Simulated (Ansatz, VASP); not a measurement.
# Two plane-wave programs on AlSn

```
Sn Al
1.0
     4.19811    0.00000    0.00000
    -2.09905    3.63567    0.00000
     0.00000    0.00000    3.30685
Sn Al
1 1
Direct
  0.33333 0.66667 0.50000
  0.00000 0.00000 0.00000
```

Alike in both runs: task relaxation of cell and atoms; functional BLYP; k mesh 7 × 7 × 8; occupations fermi-dirac, width 0.05 eV; no spin polarisation.

|  | VASP | Ansatz |
| --- | --- | --- |
| version | VASP 6.6.1 | Ansatz 0.2.0 |
| potentials or method | VASP PAW PBE potentials, release 64 (Sn_d, Al) | Ansatz PAW |
| plane-wave cutoff (eV) | 600 | 420 |
| valence electrons in the cell | 17 | 17 |

Ansatz gave:

| Quantity | Value |
| --- | --- |
| gap on the k mesh at the Fermi level, each at its own relaxed structure (eV) | none |
| relaxed volume (Å³/atom) | 27.47 |
| relaxed cell length with the largest relative difference (Å) | 3.385 |

Task: What did VASP give for the same quantities?

Result: gap on the k mesh at the Fermi level, each at its own relaxed structure (eV): none; relaxed volume (Å³/atom): 27.46; relaxed cell length with the largest relative difference (Å): 3.388.

VASP's potentials were made for PBE, not for BLYP. A gap of «none» marks a metal or a gap that the smearing closes.

Noted on Ansatz's run: the plane-wave basis is chosen anew once the cell has moved, so the energies of steps on either side of that aren't comparable.
